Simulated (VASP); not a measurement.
# As in VASP: a series of runs

Runs on As. Level: PBE+D3(BJ). Tasks: single point.

Program: VASP 6.6.1. These are calculated values, not measurements. Logs are shortened: lines on timing, memory, paths and dates and some standing lists are left out, and cuts for length are marked.

**1. The cell of the first run**

The cell holds a slab with vacuum, 2 atoms: a = 3.570 Å, b = 3.570 Å, c = 19.273 Å, α = 90.00°, β = 90.00°, γ = 120.00°.

**2. Single point, PBE+D3(BJ)**

The input, INCAR:

```
SYSTEM = As
ALGO = Normal
DIPOL = 0.5 0.5 0.500
EDIFF = 1E-6
ENCUT = 400
GGA = PE
GGA_COMPAT = .FALSE.
IDIPOL = 3
ISIF = 2
ISMEAR = 0
IVDW = 12
LASPH = .TRUE.
LCHARG = .FALSE.
LDIPOL = .TRUE.
LREAL = .FALSE.
LWAVE = .FALSE.
NBANDS = 22
NELM = 120
NELMDL = -8
PREC = Accurate
SIGMA = 0.05
```

The input, KPOINTS:

```
k-points
0
G
  12 12 1
  0 0 0
```

The input, POSCAR:

```
As
1.0
    3.5704865906      0.0000000000      0.0000000000
   -1.7852432953      3.0921320914      0.0000000000
    0.0000000000      0.0000000000     19.2731425576
As
2
Direct
    0.3333333333      0.6666666667      0.4637286883
    0.6666666667      0.3333333333      0.5362713117
```

Potentials or basis: VASP PAW PBE potentials, release 64 (As_d).

Command:

```console
$ cat potpaw_PBE.64/As_d/POTCAR > POTCAR
$ mpirun -np 1 vasp_std > vasp.out
```

OUTCAR:

```text
SYSTEM = As
   EDIFF = 1E-6
   ENCUT = 400
   GGA = PE
   ISIF = 2
   ISMEAR = 0
   IVDW = 12
   LASPH = .TRUE.
   LREAL = .FALSE.
   NELM = 120
   NELMDL = -8
   PREC = Accurate
 IVDW          = 12

 ion  position               nearest neighbor table
   1  0.333  0.667  0.464-   2 2.49   2 2.49   2 2.49
   2  0.667  0.333  0.536-   1 2.49   1 2.49   1 2.49

  LATTYP: Found a hexagonal cell.
 ALAT       =     3.5704865906
 C/A-ratio  =     5.3979036382

  Lattice vectors:

 A1 = (   3.5704865906,   0.0000000000,   0.0000000000)
 A2 = (  -1.7852432953,   3.0921320914,   0.0000000000)
 A3 = (   0.0000000000,   0.0000000000,  19.2731425576)

Analysis of symmetry for initial positions (statically):
=====================================================================
 Subroutine PRICEL returns:
 Original cell was already a primitive cell.

 Routine SETGRP: Setting up the symmetry group for a
 hexagonal supercell.

 Subroutine GETGRP returns: Found 12 space group operations
 (whereof 12 operations were pure point group operations)
 out of a pool of 24 trial point group operations.

The static configuration has the point symmetry D_3d.

Analysis of symmetry for dynamics (positions and initial velocities):
=====================================================================
 Subroutine PRICEL returns:
 Original cell was already a primitive cell.

 Routine SETGRP: Setting up the symmetry group for a
 hexagonal supercell.

 Subroutine GETGRP returns: Found 12 space group operations
 (whereof 12 operations were pure point group operations)
 out of a pool of 24 trial point group operations.

The dynamic configuration has the point symmetry D_3d.

 Subroutine INISYM returns: Found 12 space group operations
 (whereof 12 operations are pure point group operations),
 and found     1 'primitive' translations

----------------------------------------------------------------------------------------

                                     Primitive cell

  volume of cell :     212.7835

  direct lattice vectors                    reciprocal lattice vectors
     3.570486591  0.000000000  0.000000000     0.280073871  0.161700725  0.000000000
    -1.785243295  3.092132091  0.000000000     0.000000000  0.323401449  0.000000000
     0.000000000  0.000000000 19.273142558     0.000000000  0.000000000  0.051885674

  length of vectors
     3.570486591  3.570486591 19.273142558     0.323401449  0.323401449  0.051885674

[... 77 lines left out ...]
   NSW    =      0    number of steps for IOM
   IBRION =     -1    ionic relax: 0-MD 1-quasi-New 2-CG
   NFREE  =      0    steps in history (QN), initial steepest desc. (CG)
   ISIF   =      2    stress and relaxation
   ISYM   =      2    0-nonsym 1-usesym 2-fastsym
   POTIM  = 0.5000    time-step for ionic-motion
   TEBEG  =    0.0;   TEEND  =   0.0 temperature during run
   PSTRESS=    0.0 pullay stress
   NELECT =      30.0000    total number of electrons
   NUPDOWN=      -1.0000    fix difference up-down
   EMIN   =  10.00;   EMAX   =-10.00  energy-range for DOS
   EFERMI =   0.00;   METHOD = LEGACY
   ISMEAR =     0;   SIGMA  =   0.05  broadening in eV -4-tet -1-fermi 0-gaus
   EFERMI_NEDOS =   21; number of points for ismear=-14 and -15
   IALGO  =     38    algorithm
   IMIX   =      4    mixing-type and parameters
     AMIX     =   0.40;   BMIX     =  1.00
     AMIX_MAG =   1.60;   BMIX_MAG =  1.00
  volume/ion in A,a.u.               =     106.39       717.97
  Fermi-wavevector in a.u.,A,eV,Ry     =   0.852058  1.610157  9.877873  0.726003
  Thomas-Fermi vector in A             =   1.968287
   LORBIT       =      0    0 simple, 1 ext, 2 COOP (PROOUT), +10 PAW based schemes
   GGA     = PE    functional components
   LHFCALC =     F    Hartree Fock is set to
   AEXX    =    0.0000 exact exchange contribution
   IVDW    =    12    specifies the selected vdW correction
   LEPSILON=     F    determine dielectric tensor
   LRPA    =     F    only Hartree local field effects (RPA)
 non-spin polarized calculation
 Gauss-broadening in eV      SIGMA  =   0.05
  energy-cutoff  :      400.00
  volume of cell :      212.78
 maximum number of plane-waves:      3900
 NGX is ok and might be reduce to    24
   NGX = 11   NGY = 11   NGZ = 63

 dipolmoment           0.000000      0.000000      0.000000 electrons x Angstroem

 number of electron      30.0000021 magnetization

 dipolmoment           0.000000      0.000000     -0.000000 electrons x Angstroem

 Free energy of the ion-electron system (eV)
  ---------------------------------------------------
  ext. energy  EPLUGINS =         0.00000000
  ---------------------------------------------------
  free energy    TOTEN  =        -9.35461844 eV

  energy without entropy =       -9.35461844  energy(sigma->0) =       -9.35461844

 E-fermi :  -3.4096     XC(G=0):  -2.8665

 val. band max:       -3.6260807944   @ k =   0.0000   0.0000   0.0000
 cond. band min:      -2.0764416365   @ k =   0.3333   0.0000   0.0000
 fundamental gap:      1.5496391579
 Fermi energy:        -3.4095849955

 k-point     1 :       0.0000    0.0000    0.0000
  band No.  band energies     occupation
      1     -38.8326      2.00000
      2     -38.8326      2.00000
      3     -38.7924      2.00000
      4     -38.7924      2.00000
      5     -38.7417      2.00000
      6     -38.7168      2.00000
[... 464 lines left out ...]
     21       5.3661      0.00000
     22       6.1824      0.00000

------------------------ aborting loop because EDIFF is reached ----------------------------------------

 vacuum level on the upper side and lower side of the slab       (xc-potential included)        -0.162        -0.162

 Edisp (eV)   -0.42428

 E8    (eV) :    -0.1923

  FORCE on cell =-STRESS in cart. coord.  units (eV):
  Direction    XX          YY          ZZ          XY          YZ          ZX
  --------------------------------------------------------------------------------------
  -------------------------------------------------------------------------------------
  Total      -0.04775    -0.04775    -0.04093     0.00000     0.00000     0.00000
  in kB      -0.35950    -0.35950    -0.30822     0.00000     0.00000     0.00000
  external pressure =       -0.34 kB  Pullay stress =        0.00 kB

 VOLUME and BASIS-vectors are now :
 -----------------------------------------------------------------------------
  energy-cutoff  :      400.00
  volume of cell :      212.78
      direct lattice vectors                 reciprocal lattice vectors
     3.570486591  0.000000000  0.000000000     0.280073871  0.161700725  0.000000000
    -1.785243295  3.092132091  0.000000000     0.000000000  0.323401449  0.000000000
     0.000000000  0.000000000 19.273142558     0.000000000  0.000000000  0.051885674

 POSITION                                       TOTAL-FORCE (eV/Angst)
 -----------------------------------------------------------------------------------
     -0.00000      2.06142      8.93751         0.000000     -0.000000     -0.023707
      1.78524      1.03071     10.33563        -0.000000      0.000000      0.023707
 -----------------------------------------------------------------------------------
    total drift:                                0.000000      0.000000     -0.000000

  FREE ENERGIE OF THE ION-ELECTRON SYSTEM (eV)
  ---------------------------------------------------
  free  energy   TOTEN  =        -9.7788984457 eV

  energy  without entropy=       -9.7788984457  energy(sigma->0) =       -9.77889845

 vacuum level on the upper side and lower side of the slab         1.557         1.557
```

OSZICAR:

```text
N       E                     dE             d eps       ncg     rms          rms(c)
DAV:   1     0.240037079029E+03    0.24004E+03   -0.14751E+04  1062   0.346E+03
DAV:   2     0.306988930231E+02   -0.20934E+03   -0.19933E+03   908   0.809E+02
DAV:   3    -0.732163090646E+01   -0.38021E+02   -0.37745E+02  1302   0.152E+02
DAV:   4    -0.928884530922E+01   -0.19672E+01   -0.19661E+01  1008   0.463E+01
[... 13 lines left out ...]
DAV:  18    -0.935460691103E+01   -0.10869E-04   -0.75283E-07   754   0.463E-03    0.477E-04
DAV:  19    -0.935460959585E+01   -0.26848E-05   -0.33502E-07   760   0.410E-03    0.313E-04
DAV:  20    -0.935461415062E+01   -0.45548E-05   -0.13039E-07   706   0.267E-03    0.212E-04
DAV:  21    -0.935461752304E+01   -0.33724E-05   -0.11368E-07   720   0.256E-03    0.939E-05
DAV:  22    -0.935461844204E+01   -0.91900E-06   -0.26523E-08   688   0.184E-03
   1 F= -.97788984E+01 E0= -.97788984E+01  d E =-.282352E-11
```

It took 59 s on 1 thread of Intel Xeon Platinum 8375C at 2.90GHz (Ice Lake), shared host; peak memory 0.27 GiB.

Results:

```
Free energy                : -9.7789 eV
Largest force              : 0.024 eV/Å
Band gap on the k mesh     : 1.55 eV (least direct gap 2.05 eV)
Dispersion energy per atom : -0.212 eV
```

Forces on the atoms (eV/Å):
```
As   0.000  0.000 -0.024
As   0.000  0.000  0.024
```

Levels at points of the mesh, in eV from the valence-band top:
```tsv
k point	band 13	band 14	band 15	band 16	band 17	band 18
(0.00, 0.00, 0.00)	-0.71	0.00	0.00	2.05	3.52	3.52
(0.50, 0.00, 0.00)	-3.54	-1.94	-1.70	1.94	3.04	4.51
```

**3. Single point, PBE+D3(BJ)**

This run uses another cell than the first one.

The input, INCAR:

```
SYSTEM = As
PREC = Accurate ; ENCUT = 400
EDIFF = 1E-6 ; ISMEAR = 0
SIGMA = 0.05 ; LREAL = .False.
LASPH = .True. ; NELM = 120
ALGO = Normal ; ISIF = 2
LWAVE = .False. ; LCHARG = .False.
LDIPOL = .True. ; IDIPOL = 3
DIPOL = 0.5 0.5 0.500 ; GGA = PE
IVDW = 12 ; NBANDS = 22
GGA_COMPAT = .False. ; NELMDL = -8
```

The input, KPOINTS:

```
Automatic mesh
0
Gamma
  33 33 1
  0 0 0
```

The input, POSCAR:

```
As
1.0
    3.5704865906      0.0000000000      0.0000000000
   -1.7852432953      3.0921320914      0.0000000000
    0.0000000000      0.0000000000     19.3981243213
As
2
Direct
    0.3333333333      0.6666666667      0.4639623837
    0.6666666667      0.3333333333      0.5360376163
```

Potentials or basis: VASP PAW PBE potentials, release 64 (As_d).

Command:

```console
$ cat potpaw_PBE.64/As_d/POTCAR > POTCAR
$ mpirun -np 1 vasp_std > vasp.out
```

It took 5.5 min on 1 thread of AMD EPYC 7R13 (Zen 3), shared host; peak memory 0.4 GiB.

Results (log left out):

* Free energy: -9.7793 eV
* Largest force: 0.023 eV/Å
* Band gap on the k mesh: 1.54 eV (least direct gap 2.05 eV)
* Dispersion energy per atom: -0.212 eV

Forces in eV/Å, atoms in the order of the input:
```
As   0.000  0.000 -0.023
As   0.000  0.000  0.023
```

Levels at points of the mesh, in eV from the valence-band top:
```
           k point  band 11  band 12  band 13  band 14  band 15  band 16  band 17  band 18  band 19  band 20
(0.00, 0.00, 0.00)   -13.68    -7.30    -0.71     0.00     0.00     2.05     3.52     3.52     4.78     4.98
```
